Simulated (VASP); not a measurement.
A run of VASP 6.6.1:

The input INCAR:

```
PREC = Accurate ; ENCUT = 520
EDIFF = 1E-7 ; ISMEAR = 0
SIGMA = 0.1 ; LREAL = F
LASPH = T ; NELM = 100
ALGO = Normal ; ISIF = 2
LWAVE = F ; LCHARG = F
GGA = PE ; NBANDS = 26
```

KPOINTS

```
regular mesh
0
Gamma
  3 3 3
```

File POSCAR:

```
Cl
1.0
    4.1320969157      2.3856672666      3.9499698235
   -4.1320969157      2.3856672666      3.9499698235
    0.0000000000     -4.7713345332      3.9499698235
Cl
5
Direct
    0.5625543989      0.0631106740      0.0623121595
    0.0623121595      0.5625543989      0.0631106740
    0.0631106740      0.0623121595      0.5625543989
    0.8898868436      0.8898868436      0.8898868436
    0.2373425905      0.2373425905      0.2373425905
```

Potentials or basis: VASP PAW PBE potentials, release 64 (Cl).

Run with:

```bash
$ cat potpaw_PBE.64/Cl/POTCAR > POTCAR
$ mpirun -np 1 vasp_std > vasp.out
```

Hardware: 1 thread of Intel(R) Xeon(R) Platinum 8559C (Emerald Rapids) (shared host).

Task: How long does it take, and how much memory?

Result: It took 21 s on 1 thread of Intel(R) Xeon(R) Platinum 8559C (Emerald Rapids), with other jobs on the host, peak memory 0.3 GiB. Counts: scf iterations 15, k points 6.
